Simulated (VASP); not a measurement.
# TiB2 (P6/mmm) in VASP: a series of runs

Runs on TiB2. Level: PBE. Tasks: single point.

All numbers are computed with VASP 6.6.1; they aren't measurements. Logs are shortened: lines on timing, memory, paths and dates and some standing lists are left out, and cuts for length are marked.

## 1. The cell of the first run

It takes space group P6/mmm (No. 191, hexagonal). The conventional cell has a = 2.946 Å, b = 2.946 Å, c = 3.140 Å, α = 90.00°, β = 90.00°, γ = 120.00°. Ti (site symmetry 6/mmm) has 12 B at 2.31 Å and 6 Ti at 2.95 Å within 3.1 Å. B (site symmetry -6m2) has 3 B at 1.70 Å within 2.3 Å.

## 2. Single point, PBE

File INCAR:

```
PREC = Accurate ; ENCUT = 520
EDIFF = 1E-6 ; ISMEAR = -1
SIGMA = 0.15 ; LREAL = F
LASPH = T ; NELM = 100
ALGO = Normal ; ISIF = 2
LWAVE = F ; LCHARG = F
GGA = PE ; NBANDS = 16
```

File KPOINTS:

```
regular mesh
0
Gamma
  11 11 9
```

File POSCAR:

```
TiB2
1.0
    2.9461660724      0.0000000000      0.0000000000
   -1.4730830362      2.5514546594      0.0000000000
    0.0000000000      0.0000000000      3.1399057666
Ti B
1 2
Direct
    0.0000000000      0.0000000000      0.0000000000
    0.3333333333      0.6666666667      0.5000000000
    0.6666666667      0.3333333333      0.5000000000
```

Potentials or basis: VASP PAW PBE potentials, release 64 (Ti_sv, B).

The run is started by

```console
$ cat potpaw_PBE.64/Ti_sv/POTCAR potpaw_PBE.64/B/POTCAR > POTCAR
$ mpirun -np 1 vasp_std > vasp.out
```

OUTCAR:

```text
PREC = Accurate
   ENCUT = 520
   EDIFF = 1E-6
   ISMEAR = -1
   LREAL = F
   LASPH = T
   NELM = 100
   ISIF = 2
   GGA = PE

 ion  position               nearest neighbor table
   1  0.000  0.000  0.000-   2 2.31   2 2.31   3 2.31   3 2.31   2 2.31   3 2.31   2 2.31   3 2.31
                             3 2.31   3 2.31   2 2.31   2 2.31
   2  0.333  0.667  0.500-   3 1.70   3 1.70   3 1.70   1 2.31   1 2.31   1 2.31   1 2.31   1 2.31
                             1 2.31
   3  0.667  0.333  0.500-   2 1.70   2 1.70   2 1.70   1 2.31   1 2.31   1 2.31   1 2.31   1 2.31
                             1 2.31

  LATTYP: Found a hexagonal cell.
 ALAT       =     2.9461660724
 C/A-ratio  =     1.0657599366

  Lattice vectors:

 A1 = (   2.9461660724,   0.0000000000,   0.0000000000)
 A2 = (  -1.4730830362,   2.5514546594,   0.0000000000)
 A3 = (   0.0000000000,   0.0000000000,   3.1399057666)

Analysis of symmetry for initial positions (statically):
=====================================================================
 Subroutine PRICEL returns:
 Original cell was already a primitive cell.

 Routine SETGRP: Setting up the symmetry group for a
 hexagonal supercell.

 Subroutine GETGRP returns: Found 24 space group operations
 (whereof 24 operations were pure point group operations)
 out of a pool of 24 trial point group operations.

The static configuration has the point symmetry D_6h.

Analysis of symmetry for dynamics (positions and initial velocities):
=====================================================================
 Subroutine PRICEL returns:
 Original cell was already a primitive cell.

 Routine SETGRP: Setting up the symmetry group for a
 hexagonal supercell.

 Subroutine GETGRP returns: Found 24 space group operations
 (whereof 24 operations were pure point group operations)
 out of a pool of 24 trial point group operations.

The dynamic configuration has the point symmetry D_6h.

 Subroutine INISYM returns: Found 24 space group operations
 (whereof 24 operations are pure point group operations),
 and found     1 'primitive' translations

----------------------------------------------------------------------------------------

                                     Primitive cell

  volume of cell :      23.6027

  direct lattice vectors                    reciprocal lattice vectors
     2.946166072  0.000000000  0.000000000     0.339424179  0.195966641  0.000000000
    -1.473083036  2.551454659  0.000000000     0.000000000  0.391933283  0.000000000
     0.000000000  0.000000000  3.139905767     0.000000000  0.000000000  0.318480895

  length of vectors
     2.946166072  2.946166070  3.139905767     0.391933282  0.391933283  0.318480895

  position of ions in fractional coordinates (direct lattice)
     0.000000000  0.000000000  0.000000000
     0.333333333  0.666666667  0.500000000
     0.666666667  0.333333333  0.500000000

  ion indices of the primitive-cell ions
   primitive index   ion index
                 1           1
                 2           2
                 3           3

----------------------------------------------------------------------------------------

 KPOINTS: regular mesh

Automatic generation of k-mesh.
 Grid dimensions read from file:
 generate k-points for:   11   11    9

 Generating k-lattice:

  Cartesian coordinates                     Fractional coordinates (reciprocal lattice)
     0.030856744  0.017815149  0.000000000     0.090909091  0.000000000  0.000000000
     0.000000000  0.035630298  0.000000000     0.000000000  0.090909091  0.000000000
     0.000000000  0.000000000  0.035386766     0.000000000  0.000000000  0.111111111

  Length of vectors
     0.035630298  0.035630298  0.035386766

  Shift w.r.t. Gamma in fractional coordinates (k-lattice)
     0.000000000  0.000000000  0.000000000

 Subroutine IBZKPT returns following result:
 ===========================================

 Found     80 irreducible k-points:

 Following reciprocal coordinates:
            Coordinates               Weight
  0.000000  0.000000  0.000000      1.000000
  0.090909 -0.000000  0.000000      6.000000
  0.181818 -0.000000  0.000000      6.000000
  0.272727 -0.000000  0.000000      6.000000
  0.363636  0.000000  0.000000      6.000000
  0.454545 -0.000000  0.000000      6.000000
[... 16 lines left out ...]
  0.090909  0.090909  0.111111     12.000000
  0.181818  0.090909  0.111111     24.000000
 [... further k-points ...]
   k-points           NKPTS =     80   k-points in BZ     NKDIM =     80   number of bands    NBANDS=     16
   number of dos      NEDOS =    301   number of ions     NIONS =      3
   total plane-waves  NPLWV =  13824
   dimension x,y,z NGX =    24 NGY =   24 NGZ =   24
   dimension x,y,z NGXF=    48 NGYF=   48 NGZF=   48
   ions per type =               1   2
   NGX,Y,Z   is equivalent  to a cutoff of  13.54, 13.54, 12.71 a.u.
   NGXF,Y,Z  is equivalent  to a cutoff of  27.09, 27.09, 25.41 a.u.
 SYSTEM =  unknown system
   PREC   = accura    normal or accurate (medium, high low for compatibility)
   ISTART =      0    job   : 0-new  1-cont  2-samecut
   ICHARG =      2    charge: 1-file 2-atom 10-const
   ISPIN  =      1    spin polarized calculation?
   LNONCOLLINEAR =      F non collinear calculations
   LSORBIT =      F    spin-orbit coupling
   LASPH  =      T    aspherical Exc in radial PAW
   ENCUT  =  520.0 eV  38.22 Ry    6.18 a.u.   5.48  5.48  5.84*2*pi/ulx,y,z
   NELM   =    100;   NELMIN=  2; NELMDL= -5     # of ELM steps
   EDIFF  = 0.1E-05   stopping-criterion for ELM
   LREAL  =      F    real-space projection
   EDIFFG = 0.1E-04   stopping-criterion for IOM
   NSW    =      0    number of steps for IOM
   IBRION =     -1    ionic relax: 0-MD 1-quasi-New 2-CG
   NFREE  =      0    steps in history (QN), initial steepest desc. (CG)
   ISIF   =      2    stress and relaxation
   ISYM   =      2    0-nonsym 1-usesym 2-fastsym
   POTIM  = 0.5000    time-step for ionic-motion
   TEBEG  =    0.0;   TEEND  =   0.0 temperature during run
   PSTRESS=    0.0 pullay stress
   NELECT =      18.0000    total number of electrons
   NUPDOWN=      -1.0000    fix difference up-down
   EMIN   =  10.00;   EMAX   =-10.00  energy-range for DOS
   EFERMI =   0.00;   METHOD = LEGACY
   ISMEAR =    -1;   SIGMA  =   0.15  broadening in eV -4-tet -1-fermi 0-gaus
   EFERMI_NEDOS =   21; number of points for ismear=-14 and -15
   IALGO  =     38    algorithm
   IMIX   =      4    mixing-type and parameters
     AMIX     =   0.40;   BMIX     =  1.00
     AMIX_MAG =   1.60;   BMIX_MAG =  1.00
  volume/ion in A,a.u.               =       7.87        53.09
  Fermi-wavevector in a.u.,A,eV,Ry     =   1.495702  2.826467 30.437930  2.237125
  Thomas-Fermi vector in A             =   2.607813
   LORBIT       =      0    0 simple, 1 ext, 2 COOP (PROOUT), +10 PAW based schemes
   GGA     = PE    functional components
[... 5 lines left out ...]
 non-spin polarized calculation
  energy-cutoff  :      520.00
  volume of cell :       23.60
 maximum number of plane-waves:       660
 NGX is ok and might be reduce to    24
   NGX = 11   NGY = 11   NGZ = 11

 number of electron      17.9999999 magnetization

 Free energy of the ion-electron system (eV)
  ---------------------------------------------------
  ext. energy  EPLUGINS =         0.00000000
  ---------------------------------------------------
  free energy    TOTEN  =       -24.28501057 eV

  energy without entropy =      -24.25794092  energy(sigma->0) =      -24.27147575

 E-fermi :  10.9054     XC(G=0): -13.1751

 val. band max:       10.8889991206   @ k =   0.1818   0.1818   0.1111
 cond. band min:      10.9288613912   @ k =   0.0909  -0.0000   0.3333
 fundamental gap:      0.0398622706
 Fermi energy:        10.9054211393

 k-point     1 :       0.0000    0.0000    0.0000
  band No.  band energies     occupation
      1     -45.8154      2.00000
      2     -22.1872      2.00000
      3     -21.8085      2.00000
      4     -21.8085      2.00000
      5      -3.0284      2.00000
      6       8.1520      2.00000
[... 8 lines left out ...]
     15      17.0841      0.00000
     16      18.5882      0.00000

 k-point     2 :       0.0909   -0.0000    0.0000
  band No.  band energies     occupation
      1     -45.8093      2.00000
      2     -22.1796      2.00000
      3     -21.8533      2.00000
      4     -21.8185      2.00000
      5      -2.8587      2.00000
      6       7.6936      2.00000
[... 8 lines left out ...]
     15      18.0993      0.00000
     16      19.1071      0.00000

 k-point     3 :       0.1818   -0.0000    0.0000
  band No.  band energies     occupation
      1     -45.7927      2.00000
      2     -22.1592      2.00000
      3     -21.9718      2.00000
      4     -21.8452      2.00000
      5      -2.3636      2.00000
      6       6.5464      2.00000
[... 8 lines left out ...]
     15      19.5445      0.00000
     16      20.0778      0.00000

 k-point     4 :       0.2727   -0.0000    0.0000
  band No.  band energies     occupation
      1     -45.7709      2.00000
      2     -22.1324      2.00000
      3     -22.1241      2.00000
      4     -21.8799      2.00000
      5      -1.5795      2.00000
      6       5.0938      2.00000
[... 8 lines left out ...]
     15      19.0156      0.00000
     16      20.9551      0.00000
[... 324 lines left out ...]
 k-point    22 :       0.4545   -0.0000    0.1111
  band No.  band energies     occupation
      1     -45.7363      2.00000
      2     -22.3362      2.00000
      3     -22.1217      2.00000
      4     -21.9267      2.00000
      5       0.7407      2.00000
      6       2.0970      2.00000
[... 8 lines left out ...]
     15      20.0008      0.00000
     16      20.8438      0.00000

 k-point    23 :       0.0909    0.0909    0.1111
  band No.  band energies     occupation
      1     -45.7954      2.00000
      2     -22.1980      2.00000
      3     -21.9287      2.00000
      4     -21.8367      2.00000
      5      -2.3593      2.00000
      6       7.0593      2.00000
[... 8 lines left out ...]
     15      19.0769      0.00000
     16      19.3888      0.00000

 k-point    24 :       0.1818    0.0909    0.1111
  band No.  band energies     occupation
      1     -45.7762      2.00000
      2     -22.1735      2.00000
      3     -22.0563      2.00000
      4     -21.8740      2.00000
      5      -1.7399      2.00000
      6       5.8327      2.00000
[... 8 lines left out ...]
     15      19.5657      0.00000
     16      20.7251      0.00000

 [... further k-points ...]

------------------------ aborting loop because EDIFF is reached ----------------------------------------

  FORCE on cell =-STRESS in cart. coord.  units (eV):
  Direction    XX          YY          ZZ          XY          YZ          ZX
  --------------------------------------------------------------------------------------
  -------------------------------------------------------------------------------------
  Total        4.0808485      4.0808485      3.1589662      0.0000000      0.0000000      0.0000000
  in kB      277.0124982    277.0124976    214.4341126      0.0000000      0.0000000      0.0000000
  external PRESSURE =     256.1530361 kB  Pullay stress =       0.0000000 kB

 VOLUME and BASIS-vectors are now :
 -----------------------------------------------------------------------------
  energy-cutoff  :      520.00
  volume of cell :       23.60
      direct lattice vectors                 reciprocal lattice vectors
     2.946166072  0.000000000  0.000000000     0.339424179  0.195966641  0.000000000
    -1.473083036  2.551454659  0.000000000     0.000000000  0.391933283  0.000000000
     0.000000000  0.000000000  3.139905767     0.000000000  0.000000000  0.318480895

 POSITION                                       TOTAL-FORCE (eV/Angst)
 -----------------------------------------------------------------------------------
      0.00000      0.00000      0.00000         0.000000     -0.000000      0.000000
     -0.00000      1.70097      1.56995        -0.000000      0.000000      0.000000
      1.47308      0.85048      1.56995         0.000000     -0.000000     -0.000000
 -----------------------------------------------------------------------------------
    total drift:                               -0.000000      0.000000      0.000000

  FREE ENERGIE OF THE ION-ELECTRON SYSTEM (eV)
  ---------------------------------------------------
  free  energy   TOTEN  =       -24.2850105736 eV

  energy  without entropy=      -24.2579409227  energy(sigma->0) =      -24.27147575
```

Run time: 14 s. Hardware: 1 thread of Intel Xeon Platinum 8488C (Sapphire Rapids), shared host; peak memory 0.15 GiB.

What came out:

```
Free energy            : -24.2850 eV
Pressure               : 25.6 GPa
Band gap on the k mesh : zero (band 9 reaches 11.15 eV, above the bottom of band 10 at 10.64 eV)
```

Levels at points of the mesh, in eV from the Fermi level:
```csv
k point,band 5,band 6,band 7,band 8,band 9,band 10,band 11,band 12,band 13,band 14
"(0.00, 0.00, 0.00)",-13.93,-2.75,-2.75,-2.32,-2.29,2.17,2.17,4.09,4.09,6.18
```

[end of part 1 of 2]
